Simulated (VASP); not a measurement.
A run of VASP 6.6.1:

Contents of POSCAR:

```
Hf2S
1.0
    3.3742737662      0.0000000000      0.0000000000
   -1.6871368831      2.9222068008      0.0000000000
    0.0000000000      0.0000000000     11.7174070300
Hf S
4 2
Direct
    0.6666666667      0.3333333333      0.8998116400
    0.3333333333      0.6666666667      0.3998116400
    0.6666666667      0.3333333333      0.6001883600
    0.3333333333      0.6666666667      0.1001883600
    0.0000000000      0.0000000000      0.7500000000
    0.0000000000      0.0000000000      0.2500000000
```

INCAR.step1

```
SYSTEM = Hf2S
PREC = Accurate ; ENCUT = 520
ISMEAR = 0 ; SIGMA = 0.2
LREAL = .False. ; LASPH = .True.
NELM = 100 ; NBANDS = 35
GGA = PE ; ALGO = Normal
EDIFF = 1E-4 ; LWAVE = .True.
LCHARG = .False.
```

Contents of INCAR.step2:

```
SYSTEM = Hf2S
PREC = Accurate ; ENCUT = 520
EDIFF = 1E-6 ; ISMEAR = 0
SIGMA = 0.2 ; LREAL = .False.
LASPH = .True. ; NELM = 100
ALGO = Normal ; ISIF = 2
LWAVE = .False. ; LCHARG = .False.
METAGGA = R2SCAN ; LMIXTAU = .True.
NBANDS = 35 ; ISTART = 1
```

The input KPOINTS:

```
regular mesh
0
Gamma
  6 6 2
  0 0 0
```

Potentials or basis: VASP PAW PBE potentials, release 64 (Hf_pv, S).

Launch:

```bash
$ cat potpaw_PBE.64/Hf_pv/POTCAR potpaw_PBE.64/S/POTCAR > POTCAR
$ cp INCAR.step1 INCAR
$ mpirun -np 1 vasp_std > vasp.out
$ cp INCAR.step2 INCAR
$ mpirun -np 1 vasp_std > vasp.out
```

Hardware: 1 thread of AMD EPYC 7R43 64-Core Processor (Zen 3) (shared host).

Question: Estimate the wall time of this run.

Answer: Run time: 3.8 min on 1 thread of AMD EPYC 7R43 64-Core Processor (Zen 3), on a shared host, peak memory 0.25 GiB. Counts: k points 14.
